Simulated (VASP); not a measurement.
# Cd (P6_3/mmc) in VASP: a series of runs, part 2 of 2

VASP 6.6.1. Earlier steps stand in the parts before.

**3. Relaxation of cell and atoms, LDA, target pressure 7.5 GPa, at which the enthalpy is minimised**

This run uses another cell than the first one, of 18.31 Å³/atom.

INCAR reads:

```
SYSTEM = Cd
PREC     = Accurate       ! precision mode
ENCUT    = 600            ! plane-wave cutoff, eV
EDIFF    = 1E-6           ! SCF threshold, eV
ISMEAR   = -1             ! smearing method
SIGMA    = 0.08           ! smearing width, eV
LREAL    = .FALSE.        ! projectors in reciprocal space
LASPH    = .TRUE.         ! aspherical terms in the spheres
NELM     = 60             ! most SCF steps
ALGO     = Normal         ! electronic algorithm
ISIF     = 3              ! what is computed and relaxed
LWAVE    = .FALSE.        ! write WAVECAR
LCHARG   = .FALSE.        ! write CHGCAR
GGA      = CA             ! functional
IBRION   = 2              ! ionic algorithm
NSW      = 60             ! ionic steps
EDIFFG   = -0.005         ! ionic threshold
PSTRESS  = 75.0
```

KPOINTS reads:

```
regular mesh
0
G
  15 15 8
  0 0 0
```

POSCAR reads:

```
Cd
1.0
    2.9662800324      0.0000000000      0.0000000000
   -1.4831400162      2.5688738628      0.0000000000
    0.0000000000      0.0000000000      4.8053736525
Cd
2
Direct
    0.3333333333      0.6666666667      0.2500000000
    0.6666666667      0.3333333333      0.7500000000
```

Potentials or basis: VASP PAW LDA potentials, release 64 (Cd).

Command:

```sh
$ cat potpaw_LDA.64/Cd/POTCAR > POTCAR
$ mpirun -np 1 vasp_std > vasp.out
```

OUTCAR:

```text
SYSTEM = Cd
   PREC = Accurate
   ENCUT = 600
   EDIFF = 1E-6
   ISMEAR = -1
   LREAL = .FALSE.
   LASPH = .TRUE.
   NELM = 60
   ISIF = 3
   GGA = CA
   IBRION = 2
   NSW = 60
   EDIFFG = -0.005
   PSTRESS = 75.0

 ion  position               nearest neighbor table
   1  0.333  0.667  0.250-   2 2.95   2 2.95   2 2.95   2 2.95   2 2.95   2 2.95
   2  0.667  0.333  0.750-   1 2.95   1 2.95   1 2.95   1 2.95   1 2.95   1 2.95

  LATTYP: Found a hexagonal cell.
 ALAT       =     2.9662800324
 C/A-ratio  =     1.6200000000

  Lattice vectors:

 A1 = (   2.9662800324,   0.0000000000,   0.0000000000)
 A2 = (  -1.4831400162,   2.5688738628,   0.0000000000)
 A3 = (   0.0000000000,   0.0000000000,   4.8053736525)

Analysis of symmetry for initial positions (statically):
=====================================================================
 Subroutine PRICEL returns:
 Original cell was already a primitive cell.

 Routine SETGRP: Setting up the symmetry group for a
 hexagonal supercell.

 Subroutine GETGRP returns: Found 24 space group operations
 (whereof 12 operations were pure point group operations)
 out of a pool of 24 trial point group operations.

The static configuration has the point symmetry D_3d.
 The point group associated with its full space group is D_6h.

Analysis of symmetry for dynamics (positions and initial velocities):
=====================================================================
 Subroutine PRICEL returns:
 Original cell was already a primitive cell.

 Routine SETGRP: Setting up the symmetry group for a
 hexagonal supercell.

 Subroutine GETGRP returns: Found 24 space group operations
 (whereof 12 operations were pure point group operations)
 out of a pool of 24 trial point group operations.

The dynamic configuration has the point symmetry D_3d.
 The point group associated with its full space group is D_6h.

 Subroutine INISYM returns: Found 24 space group operations
 (whereof 12 operations are pure point group operations),
 and found     1 'primitive' translations

----------------------------------------------------------------------------------------

                                     Primitive cell

  volume of cell :      36.6169

  direct lattice vectors                    reciprocal lattice vectors
     2.966280032  0.000000000  0.000000000     0.337122588  0.194637817  0.000000000
    -1.483140016  2.568873863  0.000000000     0.000000000  0.389275633  0.000000000
     0.000000000  0.000000000  4.805373653     0.000000000  0.000000000  0.208100363

  length of vectors
     2.966280032  2.966280032  4.805373653     0.389275633  0.389275633  0.208100363

  position of ions in fractional coordinates (direct lattice)
     0.333333333  0.666666667  0.250000000
     0.666666667  0.333333333  0.750000000

  ion indices of the primitive-cell ions
   primitive index   ion index
                 1           1
                 2           2

----------------------------------------------------------------------------------------

 KPOINTS: regular mesh

Automatic generation of k-mesh.
 Grid dimensions read from file:
 generate k-points for:   15   15    8

 Generating k-lattice:

  Cartesian coordinates                     Fractional coordinates (reciprocal lattice)
     0.022474839  0.012975854  0.000000000     0.066666667  0.000000000  0.000000000
     0.000000000  0.025951709  0.000000000     0.000000000  0.066666667  0.000000000
     0.000000000  0.000000000  0.026012545     0.000000000  0.000000000  0.125000000

  Length of vectors
     0.025951709  0.025951709  0.026012545

  Shift w.r.t. Gamma in fractional coordinates (k-lattice)
     0.000000000  0.000000000  0.000000000

 Subroutine IBZKPT returns following result:
 ===========================================

 Found    135 irreducible k-points:

 Following reciprocal coordinates:
            Coordinates               Weight
  0.000000  0.000000  0.000000      1.000000
  0.066667 -0.000000  0.000000      6.000000
  0.133333 -0.000000  0.000000      6.000000
  0.200000 -0.000000  0.000000      6.000000
  0.266667 -0.000000  0.000000      6.000000
  0.333333 -0.000000  0.000000      6.000000
[... 16 lines left out ...]
  0.333333  0.200000  0.000000     12.000000
  0.400000  0.200000  0.000000      6.000000
 [... further k-points ...]
   k-points           NKPTS =    135   k-points in BZ     NKDIM =    135   number of bands    NBANDS=     16
   number of dos      NEDOS =    301   number of ions     NIONS =      2
   total plane-waves  NPLWV =  23040
   dimension x,y,z NGX =    24 NGY =   24 NGZ =   40
   dimension x,y,z NGXF=    48 NGYF=   48 NGZF=   80
   ions per type =               2
   NGX,Y,Z   is equivalent  to a cutoff of  13.45, 13.45, 13.84 a.u.
   NGXF,Y,Z  is equivalent  to a cutoff of  26.90, 26.90, 27.68 a.u.
 SYSTEM =  Cd
   PREC   = accura    normal or accurate (medium, high low for compatibility)
   ISTART =      0    job   : 0-new  1-cont  2-samecut
   ICHARG =      2    charge: 1-file 2-atom 10-const
   ISPIN  =      1    spin polarized calculation?
   LNONCOLLINEAR =      F non collinear calculations
   LSORBIT =      F    spin-orbit coupling
   LASPH  =      T    aspherical Exc in radial PAW
   ENCUT  =  600.0 eV  44.10 Ry    6.64 a.u.   5.92  5.92  9.60*2*pi/ulx,y,z
   NELM   =     60;   NELMIN=  2; NELMDL= -5     # of ELM steps
   EDIFF  = 0.1E-05   stopping-criterion for ELM
   LREAL  =      F    real-space projection
   EDIFFG = -.5E-02   stopping-criterion for IOM
   NSW    =     60    number of steps for IOM
   IBRION =      2    ionic relax: 0-MD 1-quasi-New 2-CG
   NFREE  =      1    steps in history (QN), initial steepest desc. (CG)
   ISIF   =      3    stress and relaxation
   ISYM   =      2    0-nonsym 1-usesym 2-fastsym
   POTIM  = 0.5000    time-step for ionic-motion
   TEBEG  =    0.0;   TEEND  =   0.0 temperature during run
   PSTRESS=   75.0 pullay stress
   NELECT =      24.0000    total number of electrons
   NUPDOWN=      -1.0000    fix difference up-down
   EMIN   =  10.00;   EMAX   =-10.00  energy-range for DOS
   EFERMI =   0.00;   METHOD = LEGACY
   ISMEAR =    -1;   SIGMA  =   0.08  broadening in eV -4-tet -1-fermi 0-gaus
   EFERMI_NEDOS =   21; number of points for ismear=-14 and -15
   IALGO  =     38    algorithm
   IMIX   =      4    mixing-type and parameters
     AMIX     =   0.40;   BMIX     =  1.00
     AMIX_MAG =   1.60;   BMIX_MAG =  1.00
  volume/ion in A,a.u.               =      18.31       123.55
  Fermi-wavevector in a.u.,A,eV,Ry     =   1.422060  2.687303 27.514440  2.022254
  Thomas-Fermi vector in A             =   2.542804
   LORBIT       =      0    0 simple, 1 ext, 2 COOP (PROOUT), +10 PAW based schemes
   GGA     = CA    functional components
   LHFCALC =     F    Hartree Fock is set to
   AEXX    =    0.0000 exact exchange contribution
   IVDW    =     0    specifies the selected vdW correction
   LEPSILON=     F    determine dielectric tensor
   LRPA    =     F    only Hartree local field effects (RPA)
 conjugate gradient relaxation of ions
 non-spin polarized calculation
  energy-cutoff  :      600.00
  volume of cell :       36.62
 maximum number of plane-waves:      1240
 NGX is ok and might be reduce to    24
   NGX = 11   NGY = 11   NGZ = 19

--------------------------------------- Ionic step        1  -------------------------------------------

 number of electron      23.9999989 magnetization

 Free energy of the ion-electron system (eV)
  ---------------------------------------------------
  ext. energy  EPLUGINS =         0.00000000
  ---------------------------------------------------
  free energy    TOTEN  =        -2.94898590 eV

  energy without entropy =       -2.93797648  energy(sigma->0) =       -2.94348119

------------------------ aborting loop because EDIFF is reached ----------------------------------------

  FORCE on cell =-STRESS in cart. coord.  units (eV):
  Direction    XX          YY          ZZ          XY          YZ          ZX
  --------------------------------------------------------------------------------------
  -------------------------------------------------------------------------------------
  Total        1.6639785      1.6639785      1.6523488     -0.0000000     -0.0000000      0.0000000
  in kB       72.8075156     72.8075156     72.2986549     -0.0000000     -0.0000000      0.0000000
  external PRESSURE =      -2.3621047 kB  Pullay stress =      75.0000000 kB
[... 63 lines left out ...]
--------------------------------------- Ionic step        3  -------------------------------------------

 number of electron      23.9999990 magnetization

 Free energy of the ion-electron system (eV)
  ---------------------------------------------------
  ext. energy  EPLUGINS =         0.00000000
  ---------------------------------------------------
  free energy    TOTEN  =        -2.94586373 eV

  energy without entropy =       -2.93494216  energy(sigma->0) =       -2.94040295

 E-fermi :   4.3254     XC(G=0): -12.2996

 val. band max:        4.1930230223   @ k =   0.3333   0.3333   0.2500
 cond. band min:       4.3435280077   @ k =   0.3333   0.1333   0.0000
 fundamental gap:      0.1505049853
 Fermi energy:         4.3254282665

 k-point     1 :       0.0000    0.0000    0.0000
  band No.  band energies     occupation
      1      -6.4558      2.00000
      2      -6.2240      2.00000
      3      -5.6193      2.00000
      4      -5.5607      2.00000
      5      -5.5607      2.00000
      6      -5.4136      2.00000
[... 433 lines left out ...]
      3      -5.8894      2.00000
      4      -5.6340      2.00000
      5      -5.3900      2.00000
      6      -5.2078      2.00000
[... 8 lines left out ...]
     15       8.5026      0.00000
     16       9.5853      0.00000

 [... further k-points ...]
[... 5 lines left out ...]
  --------------------------------------------------------------------------------------
  -------------------------------------------------------------------------------------
  Total        1.7189609      1.7189609      1.7087435      0.0000000      0.0000000      0.0000000
  in kB       75.3529601     75.3529601     74.9050650      0.0000000      0.0000000      0.0000000
  external PRESSURE =       0.2036618 kB  Pullay stress =      75.0000000 kB
[... 21 lines left out ...]
  energy  without entropy=       -2.9349421632  energy(sigma->0) =       -2.94040295

  enthalpy is  TOTEN    =        -1.2349546074 eV   P V=        1.7109091254

 reached required accuracy - stopping structural energy minimisation
```

It took 45 s on 1 thread of Intel Xeon 6975P-C (Granite Rapids), shared host; peak memory 0.2 GiB.

What came out:

```
Free energy                                                : -2.9459 eV
Relaxed volume                                             : 18.27 Å³/atom
Relaxed cell                                               : a = 2.965 Å, b = 2.965 Å, c = 4.802 Å, α = 90.00°, β = 90.00°, γ = 120.00°
Space group after relaxing (to 0.1 Å)                      : P6_3/mmc (No. 194)
Energy change on relaxing (the run minimises the enthalpy) : +1.6 meV/atom
Ionic steps                                                : 3
Pressure after relaxing                                    : 7.5 GPa
Band gap on the k mesh                                     : zero (bands 12 and 13 overlap by 2.57 eV)
```

The path:
```tsv
step	energy change (eV)	largest force (eV/Å)	pressure (GPa)	volume (Å³)
1	0.0000	0.0000	7.26	36.62
2	0.0067	0.0000	7.61	36.47
3	0.0031	0.0000	7.52	36.55
```

Final structure:
```
CELL_PARAMETERS angstrom
2.96458 0.00000 0.00000
-1.48229 2.56740 0.00000
0.00000 0.00000 4.80198
ATOMIC_POSITIONS crystal
Cd 0.33333 0.66667 0.25000
Cd 0.66667 0.33333 0.75000
```

Caveat: the cell is relaxed towards a set pressure, so the run minimises the enthalpy, not the energy.

The gap in the log of VASP goes by the Fermi energy; the results here count the filled bands.